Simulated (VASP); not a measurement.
# Nb (Im-3m) in VASP: further runs

The runs below take Nb through single point, relaxation of cell and atoms, with PBEsol.

Program: VASP 6.6.1. These are calculated values, not measurements. Logs are shortened: lines on timing, memory, paths and dates and some standing lists are left out, and cuts for length are marked.

### 1 The cell of the first run

It takes space group Im-3m (No. 229, cubic). The conventional cell has a = 3.275 Å, b = 3.275 Å, c = 3.275 Å, α = 90.00°, β = 90.00°, γ = 90.00°. Nb (site symmetry m-3m) has 14 Nb at 2.84 to 3.28 Å within 3.7 Å.

### 2 Single point, PBEsol

INCAR reads:

```
SYSTEM = Nb
ALGO = Normal
EDIFF = 1E-6
ENCUT = 500
GGA = PS
GGA_COMPAT = .FALSE.
ISIF = 2
ISMEAR = 0
LASPH = .TRUE.
LCHARG = .FALSE.
LREAL = .FALSE.
LWAVE = .FALSE.
NBANDS = 12
NELM = 120
PREC = Accurate
SIGMA = 0.05
```

KPOINTS reads:

```
k-points
0
G
  7 7 7
  0 0 0
```

POSCAR reads:

```
Nb
1.0
   -1.6375924663      1.6375924663      1.6375924663
    1.6375924663     -1.6375924663      1.6375924663
    1.6375924663      1.6375924663     -1.6375924663
Nb
1
Direct
    0.0000000000      0.0000000000      0.0000000000
```

Potentials or basis: VASP PAW PBE potentials, release 64 (Nb_sv).

Started as:

```console
cat potpaw_PBE.64/Nb_sv/POTCAR > POTCAR
mpirun -np 1 vasp_std > vasp.out
```

OUTCAR:

```text
SYSTEM = Nb
   EDIFF = 1E-6
   ENCUT = 500
   GGA = PS
   ISIF = 2
   ISMEAR = 0
   LASPH = .TRUE.
   LREAL = .FALSE.
   NELM = 120
   PREC = Accurate

 ion  position               nearest neighbor table
   1  0.000  0.000  0.000-

  LATTYP: Found a body centered cubic cell.
 ALAT       =     3.2751849326

  Lattice vectors:

 A1 = (  -1.6375924663,   1.6375924663,   1.6375924663)
 A2 = (   1.6375924663,  -1.6375924663,   1.6375924663)
 A3 = (   1.6375924663,   1.6375924663,  -1.6375924663)

Analysis of symmetry for initial positions (statically):
=====================================================================
 Subroutine PRICEL returns:
 Original cell was already a primitive cell.

 Routine SETGRP: Setting up the symmetry group for a
 body centered cubic supercell.

 Subroutine GETGRP returns: Found 48 space group operations
 (whereof 48 operations were pure point group operations)
 out of a pool of 48 trial point group operations.

The static configuration has the point symmetry O_h .

Analysis of symmetry for dynamics (positions and initial velocities):
=====================================================================
 Subroutine PRICEL returns:
 Original cell was already a primitive cell.

 Routine SETGRP: Setting up the symmetry group for a
 body centered cubic supercell.

 Subroutine GETGRP returns: Found 48 space group operations
 (whereof 48 operations were pure point group operations)
 out of a pool of 48 trial point group operations.

The dynamic configuration has the point symmetry O_h .

 Subroutine INISYM returns: Found 48 space group operations
 (whereof 48 operations are pure point group operations),
 and found     1 'primitive' translations

----------------------------------------------------------------------------------------

                                     Primitive cell

  volume of cell :      17.5662

  direct lattice vectors                    reciprocal lattice vectors
    -1.637592466  1.637592466  1.637592466     0.000000000  0.305326270  0.305326270
     1.637592466 -1.637592466  1.637592466     0.305326270  0.000000000  0.305326270
     1.637592466  1.637592466 -1.637592466     0.305326270  0.305326270  0.000000000

  length of vectors
     2.836393354  2.836393354  2.836393354     0.431796552  0.431796552  0.431796552

  position of ions in fractional coordinates (direct lattice)
     0.000000000  0.000000000  0.000000000

  ion indices of the primitive-cell ions
   primitive index   ion index
                 1           1

----------------------------------------------------------------------------------------

 KPOINTS: k-points

Automatic generation of k-mesh.
 Grid dimensions read from file:
 generate k-points for:    7    7    7

 Generating k-lattice:

  Cartesian coordinates                     Fractional coordinates (reciprocal lattice)
     0.000000000  0.043618039  0.043618039     0.142857143  0.000000000  0.000000000
     0.043618039  0.000000000  0.043618039     0.000000000  0.142857143  0.000000000
     0.043618039  0.043618039  0.000000000     0.000000000  0.000000000  0.142857143

  Length of vectors
     0.061685222  0.061685222  0.061685222

  Shift w.r.t. Gamma in fractional coordinates (k-lattice)
     0.000000000  0.000000000  0.000000000

 Subroutine IBZKPT returns following result:
 ===========================================

 Found     20 irreducible k-points:

 Following reciprocal coordinates:
            Coordinates               Weight
  0.000000  0.000000  0.000000      1.000000
  0.142857  0.000000  0.000000     12.000000
  0.285714  0.000000  0.000000     12.000000
  0.428571  0.000000  0.000000     12.000000
  0.142857  0.142857  0.000000     24.000000
  0.285714  0.142857 -0.000000     48.000000
[... 12 lines left out ...]
 -0.428571 -0.428571  0.285714      8.000000
 -0.428571  0.428571  0.428571      6.000000
   k-points           NKPTS =     20   k-points in BZ     NKDIM =     20   number of bands    NBANDS=     12
   number of dos      NEDOS =    301   number of ions     NIONS =      1
   total plane-waves  NPLWV =  13824
   dimension x,y,z NGX =    24 NGY =   24 NGZ =   24
   dimension x,y,z NGXF=    48 NGYF=   48 NGZF=   48
   ions per type =               1
   NGX,Y,Z   is equivalent  to a cutoff of  14.07, 14.07, 14.07 a.u.
   NGXF,Y,Z  is equivalent  to a cutoff of  28.13, 28.13, 28.13 a.u.
 SYSTEM =  Nb
   PREC   = accura    normal or accurate (medium, high low for compatibility)
   ISTART =      0    job   : 0-new  1-cont  2-samecut
   ICHARG =      2    charge: 1-file 2-atom 10-const
   ISPIN  =      1    spin polarized calculation?
   LNONCOLLINEAR =      F non collinear calculations
   LSORBIT =      F    spin-orbit coupling
   LASPH  =      T    aspherical Exc in radial PAW
   ENCUT  =  500.0 eV  36.75 Ry    6.06 a.u.   5.17  5.17  5.17*2*pi/ulx,y,z
   NELM   =    120;   NELMIN=  2; NELMDL= -5     # of ELM steps
   EDIFF  = 0.1E-05   stopping-criterion for ELM
   LREAL  =      F    real-space projection
   EDIFFG = 0.1E-04   stopping-criterion for IOM
   NSW    =      0    number of steps for IOM
   IBRION =     -1    ionic relax: 0-MD 1-quasi-New 2-CG
   NFREE  =      0    steps in history (QN), initial steepest desc. (CG)
   ISIF   =      2    stress and relaxation
   ISYM   =      2    0-nonsym 1-usesym 2-fastsym
   POTIM  = 0.5000    time-step for ionic-motion
   TEBEG  =    0.0;   TEEND  =   0.0 temperature during run
   PSTRESS=    0.0 pullay stress
   NELECT =      13.0000    total number of electrons
   NUPDOWN=      -1.0000    fix difference up-down
   EMIN   =  10.00;   EMAX   =-10.00  energy-range for DOS
   EFERMI =   0.00;   METHOD = LEGACY
   ISMEAR =     0;   SIGMA  =   0.05  broadening in eV -4-tet -1-fermi 0-gaus
   EFERMI_NEDOS =   21; number of points for ismear=-14 and -15
   IALGO  =     38    algorithm
   IMIX   =      4    mixing-type and parameters
     AMIX     =   0.40;   BMIX     =  1.00
     AMIX_MAG =   1.60;   BMIX_MAG =  1.00
  volume/ion in A,a.u.               =      17.57       118.54
  Fermi-wavevector in a.u.,A,eV,Ry     =   1.480801  2.798309 29.834481  2.192772
  Thomas-Fermi vector in A             =   2.594790
   LORBIT       =      0    0 simple, 1 ext, 2 COOP (PROOUT), +10 PAW based schemes
   GGA     = PS    functional components
   LHFCALC =     F    Hartree Fock is set to
   AEXX    =    0.0000 exact exchange contribution
   IVDW    =     0    specifies the selected vdW correction
   LEPSILON=     F    determine dielectric tensor
   LRPA    =     F    only Hartree local field effects (RPA)
 non-spin polarized calculation
 Gauss-broadening in eV      SIGMA  =   0.05
  energy-cutoff  :      500.00
  volume of cell :       17.57
 maximum number of plane-waves:       460
 NGX is ok and might be reduce to    24
   NGX = 11   NGY = 11   NGZ = 11

 number of electron      13.0000001 magnetization

 Free energy of the ion-electron system (eV)
  ---------------------------------------------------
  ext. energy  EPLUGINS =         0.00000000
  ---------------------------------------------------
  free energy    TOTEN  =       -10.92511358 eV

  energy without entropy =      -10.91879476  energy(sigma->0) =      -10.92195417

 E-fermi :  11.3469     XC(G=0): -12.7610

 val. band max:       11.3348663437   @ k =   0.2857   0.1429  -0.0000
 cond. band min:      11.3511762740   @ k =   0.2857   0.1429   0.1429
 fundamental gap:      0.0163099303
 Fermi energy:        11.3469464974

 k-point     1 :       0.0000    0.0000    0.0000
  band No.  band energies     occupation
      1     -42.8501      2.00000
      2     -18.1089      2.00000
      3     -18.1089      2.00000
      4     -18.1089      2.00000
      5       5.3801      2.00000
      6      11.7492      0.00000
      7      11.7492      0.00000
      8      11.7492      0.00000
      9      14.7459      0.00000
     10      14.7459      0.00000
     11      25.6779      0.00000
     12      25.6779      0.00000

 k-point     2 :       0.1429    0.0000    0.0000
  band No.  band energies     occupation
      1     -42.7996      2.00000
      2     -18.4068      2.00000
      3     -18.1993      2.00000
      4     -18.1117      2.00000
      5       6.1968      2.00000
      6      11.2609      1.98507
      7      11.5618      0.00000
      8      12.5722      0.00000
      9      14.2006      0.00000
     10      14.7639      0.00000
     11      26.2312      0.00000
     12      27.1242      0.00000

 k-point     3 :       0.2857    0.0000    0.0000
  band No.  band energies     occupation
      1     -42.6843      2.00000
      2     -19.0408      2.00000
      3     -18.3972      2.00000
      4     -18.1181      2.00000
      5       7.6072      2.00000
      6      10.3463      2.00000
      7      11.4025      0.11602
      8      14.3528      0.00000
      9      14.8157      0.00000
     10      14.9888      0.00000
     11      25.3996      0.00000
     12      27.0881      0.00000
[... 226 lines left out ...]
 k-point    19 :      -0.4286   -0.4286    0.2857
  band No.  band energies     occupation
      1     -42.4369      2.00000
      2     -19.1534      2.00000
      3     -19.1534      2.00000
      4     -18.7849      2.00000
      5       8.3825      2.00000
      6       8.3825      2.00000
      7      12.9808      0.00000
      8      16.1020      0.00000
      9      16.1020      0.00000
     10      22.1354      0.00000
     11      22.1354      0.00000
     12      22.2135      0.00000

 k-point    20 :      -0.4286    0.4286    0.4286
  band No.  band energies     occupation
      1     -42.4052      2.00000
      2     -19.1216      2.00000
      3     -19.0655      2.00000
      4     -19.0655      2.00000
      5       7.7434      2.00000
      6       7.8808      2.00000
      7      15.9143      0.00000
      8      15.9143      0.00000
      9      16.7984      0.00000
     10      19.6559      0.00000
     11      22.4134      0.00000
     12      22.4134      0.00000

------------------------ aborting loop because EDIFF is reached ----------------------------------------

  FORCE on cell =-STRESS in cart. coord.  units (eV):
  Direction    XX          YY          ZZ          XY          YZ          ZX
  --------------------------------------------------------------------------------------
  -------------------------------------------------------------------------------------
  Total       -0.0647993     -0.0647993     -0.0647993     -0.0000000     -0.0000000      0.0000000
  in kB       -5.9102146     -5.9102146     -5.9102146     -0.0000000     -0.0000000      0.0000000
  external PRESSURE =      -5.9102146 kB  Pullay stress =       0.0000000 kB

 VOLUME and BASIS-vectors are now :
 -----------------------------------------------------------------------------
  energy-cutoff  :      500.00
  volume of cell :       17.57
      direct lattice vectors                 reciprocal lattice vectors
    -1.637592466  1.637592466  1.637592466     0.000000000  0.305326270  0.305326270
     1.637592466 -1.637592466  1.637592466     0.305326270  0.000000000  0.305326270
     1.637592466  1.637592466 -1.637592466     0.305326270  0.305326270  0.000000000

 POSITION                                       TOTAL-FORCE (eV/Angst)
 -----------------------------------------------------------------------------------
      0.00000      0.00000      0.00000         0.000000     -0.000000      0.000000
 -----------------------------------------------------------------------------------
    total drift:                                0.000000      0.000000      0.000000

  FREE ENERGIE OF THE ION-ELECTRON SYSTEM (eV)
  ---------------------------------------------------
  free  energy   TOTEN  =       -10.9251135840 eV

  energy  without entropy=      -10.9187947603  energy(sigma->0) =      -10.92195417
```

It took 7.4 s on 1 thread of Intel Xeon Platinum 8375C at 2.90GHz (Ice Lake), shared host; peak memory 0.13 GiB.

What came out:

| Item | Value |
| --- | --- |
| Free energy | -10.9251 eV |
| Pressure | -0.6 GPa |

Caveat: the k points lie up to 0.39 Å⁻¹ apart; the PAW data sets were made with another functional, which shifts forces and pressure a little.

### 3 Relaxation of cell and atoms, PBEsol

This run uses another cell than the first one, of 18.43 Å³/atom, 1.049 times its volume.

INCAR reads:

```
PREC = Accurate
ENCUT = 500
EDIFF = 1E-7
ISMEAR = 0
SIGMA = 0.05
LREAL = F
LASPH = T
NELM = 120
ALGO = Normal
ISIF = 3
LWAVE = F
LCHARG = F
GGA = PS
IBRION = 2
NSW = 60
EDIFFG = -0.01
GGA_COMPAT = F
NELMIN = 4
```

KPOINTS reads:

```
Automatic mesh
0
Gamma
  7 7 7
```

POSCAR reads:

```
Nb
1.0
   -1.6639500000      1.6639500000      1.6639500000
    1.6639500000     -1.6639500000      1.6639500000
    1.6639500000      1.6639500000     -1.6639500000
Nb
1
Direct
    0.0000000000      0.0000000000      0.0000000000
```

Potentials or basis: VASP PAW PBE potentials, release 64 (Nb_sv).

Started as:

```console
cat potpaw_PBE.64/Nb_sv/POTCAR > POTCAR
mpirun -np 1 vasp_std > vasp.out
```

Run time: 25 s. Hardware: 1 thread of Intel Xeon Platinum 8375C at 2.90GHz (Ice Lake), shared host; peak memory 0.14 GiB.

Results (log left out):

| Quantity | Value |
| --- | --- |
| Free energy | -10.9262 eV |
| Relaxed volume | 17.51 Å³/atom |
| Relaxed cell | a = 2.833 Å, b = 2.833 Å, c = 2.833 Å, α = 109.47°, β = 109.47°, γ = 109.47° |
| Space group after relaxing (to 0.05 Å) | Im-3m (No. 229) |
| Energy gained by relaxing | 24.1 meV/atom |
| Ionic steps | 4 |
| Pressure after relaxing | 0.1 GPa |

The path:
```
step  energy change (eV)  largest force (eV/Å)  pressure (GPa)  volume (Å³)
   1              0.0000                0.0000           -7.95        18.43
   2              0.0416                0.0000           15.63        16.10
   3             -0.0241                0.0000           -0.12        17.53
   4             -0.0241                0.0000            0.06        17.51
```

Final structure:
```xyz
1
Lattice="-1.6358 1.6358 1.6358 1.6358 -1.6358 1.6358 1.6358 1.6358 -1.6358" Properties=species:S:1:pos:R:3 pbc="T T T"
Nb    0.0000    0.0000    0.0000
```

Levels at points of the mesh, in eV from the Fermi level:
| k point | band 4 | band 5 | band 6 | band 7 | band 8 | band 9 |
| --- | --- | --- | --- | --- | --- | --- |
| (0.00, 0.00, 0.00) | -29.45 | -5.98 | 0.40 | 0.40 | 0.40 | 3.40 |

Caveat: the k points lie up to 0.39 Å⁻¹ apart in the final cell; the PAW data sets were made with another functional, which shifts forces and pressure a little.
